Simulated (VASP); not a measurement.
A run of VASP 6.6.1 is set up as follows.

The input INCAR:

```
PREC = Accurate
ENCUT = 520
EDIFF = 1E-7
ISMEAR = 0
SIGMA = 0.1
LREAL = F
LASPH = T
NELM = 80
ALGO = Normal
ISIF = 2
LWAVE = F
LCHARG = F
GGA = PE
NBANDS = 42
```

File KPOINTS:

```
regular mesh
0
Gamma
  12 12 4
```

File POSCAR:

```
ZrZn4N
1.0
    4.7469447596      0.0000000000      0.0000000000
   -2.3734723798      4.1109747522      0.0000000000
    0.0000000000      0.0000000000      8.9835270098
Zr Zn N
1 4 1
Direct
    0.0000000000      0.0000000000      0.0000000000
    0.0000000000      0.0000000000      0.6989265081
    0.0000000000      0.0000000000      0.3010734919
    0.3333333333      0.6666666667      0.0000000000
    0.6666666667      0.3333333333      0.0000000000
    0.0000000000      0.0000000000      0.5000000000
```

Potentials or basis: VASP PAW PBE potentials, release 64 (Zr_sv, Zn, N).

Run with:

```console
$ cat potpaw_PBE.64/Zr_sv/POTCAR potpaw_PBE.64/Zn/POTCAR potpaw_PBE.64/N/POTCAR > POTCAR
$ mpirun -np 1 vasp_std > vasp.out
```

Task: Estimate the band gap on the k mesh.

Result: Zero (an odd number of electrons rules out a gap without spin polarisation).

Task: What does it give for the largest force?

Result: 0.115 eV/Å.

Stress tensor (GPa, compression positive):
```
0.08 0.00 0.00
0.00 0.08 0.00
0.00 0.00 0.53
```
